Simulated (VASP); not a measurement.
## AlO5: relaxation of cell and atoms with PBE

AlO5:

```
CELL_PARAMETERS angstrom
3.27134 0.00000 0.00000
0.00000 3.27134 0.00000
0.00000 0.00000 5.80571
ATOMIC_POSITIONS crystal
Al 0.00000 0.00000 0.50000
O 0.00000 0.50000 0.00000
O 0.50000 0.00000 0.00000
O 0.00000 0.00000 0.89681
O 0.00000 0.00000 0.10319
O 0.50000 0.50000 0.00000
```

```yaml
Program: VASP 6.6.1
Task: relaxation of cell and atoms
Functional: PBE
Potentials_or_basis: VASP PAW PBE potentials, release 64 (Al, O)
Cutoff: 600 eV
k_mesh: 6 × 6 × 4
Occupations: gaussian, width 0.1 eV
Spin: no spin polarisation
Dipole_correction: no
Further_INCAR_settings: ALGO = Normal; EDIFF = 1e-06; IBRION = 2; EDIFFG = -0.04; NSW = 90; ISIF = 3
```

```
Relaxed volume                         : 14.10 Å³/atom
Relaxed cell                           : a = 3.487 Å, b = 3.487 Å, c = 6.958 Å, α = 90.00°, β = 90.00°, γ = 90.00°
Space group after relaxing (to 0.05 Å) : P4/mmm (No. 123)
Energy gained by relaxing              : 1644.3 meV/atom
Ionic steps                            : 18
Pressure after relaxing                : -0.2 GPa
Largest force after relaxing           : 0.023 eV/Å
```

Forces in eV/Å, atoms in the order of the input:
```
Al   0.000  0.000  0.000
O    0.000  0.000  0.000
O    0.000  0.000  0.000
O    0.000  0.000  0.023
O    0.000  0.000 -0.023
O    0.000  0.000  0.000
```

Stress tensor (GPa, compression positive):
```
-0.34  0.00  0.00
 0.00 -0.34  0.00
 0.00  0.00  0.22
```

Step by step:
| step | energy change (eV) | largest force (eV/Å) | pressure (GPa) | volume (Å³) |
| --- | --- | --- | --- | --- |
| 1 | 0.0000 | 14.2624 | 78.73 | 62.13 |
| 2 | -6.7984 | 2.7253 | -20.09 | 119.52 |
| 3 | -7.7599 | 3.4289 | -9.42 | 88.96 |
| 4 | -7.8427 | 3.0415 | -13.14 | 94.42 |
| 5 | -7.8823 | 3.1180 | -12.30 | 92.76 |
| 6 | -9.4924 | 0.3894 | -0.78 | 82.29 |
| 7 | -9.4926 | 0.2671 | -0.44 | 82.14 |
| 8 | -9.5340 | 0.2637 | 0.01 | 81.49 |
| 9 | -9.6059 | 0.3255 | 1.74 | 79.45 |
| 10 | -9.5658 | 0.7889 | 6.96 | 74.99 |
| 11 | -9.6146 | 0.4146 | 3.82 | 77.67 |
| 12 | -9.6459 | 0.5052 | 3.14 | 78.40 |
| 13 | -9.7355 | 0.7182 | 1.06 | 80.56 |
| 14 | -9.8438 | 0.6992 | -1.69 | 84.73 |
| 15 | -9.8511 | 0.6903 | 0.74 | 85.03 |
| 16 | -9.8642 | 0.0474 | -0.37 | 84.91 |
| 17 | -9.8642 | 0.0331 | -0.40 | 84.90 |
| 18 | -9.8655 | 0.0231 | -0.16 | 84.60 |

Final structure:
```
Al O
1.0
     3.48689    0.00000    0.00000
     0.00000    3.48689    0.00000
     0.00000    0.00000    6.95819
Al O
1 5
Direct
  0.00000 0.00000 0.50000
  0.00000 0.50000 0.00000
  0.50000 0.00000 0.00000
  0.00000 0.00000 0.73867
  0.00000 0.00000 0.26133
  0.50000 0.50000 0.00000
```

Levels at points of the mesh, in eV from the Fermi level:
```
           k point  band 15  band 16  band 17  band 18  band 19  band 20
(0.00, 0.00, 0.00)    -0.48    -0.03    -0.03     1.07     1.16     5.49
(0.50, 0.00, 0.00)    -0.40    -0.14    -0.10     0.34     0.51     3.40
(0.50, 0.50, 0.00)    -0.75    -0.75     0.04     0.04     0.45     0.54
(0.00, 0.00, 0.50)    -0.70     0.11     0.11     0.56     1.80     5.49
(0.50, 0.00, 0.50)    -0.58    -0.11     0.05     0.30     0.58     3.65
(0.50, 0.50, 0.50)    -0.75    -0.48    -0.44    -0.44     0.45     0.54
```

Run time: 4.1 min on 1 thread of Intel(R) Xeon(R) 6975P-C (Granite Rapids), on a shared host, peak memory 0.2 GiB.

Caveat: the standard files for N, O and F lose accuracy on very short bonds; the volume moved by over 15 % at a fixed basis, so the end points are rough; an odd number of electrons without spin polarisation forces a metal; a magnetic or distorted state may lie lower.
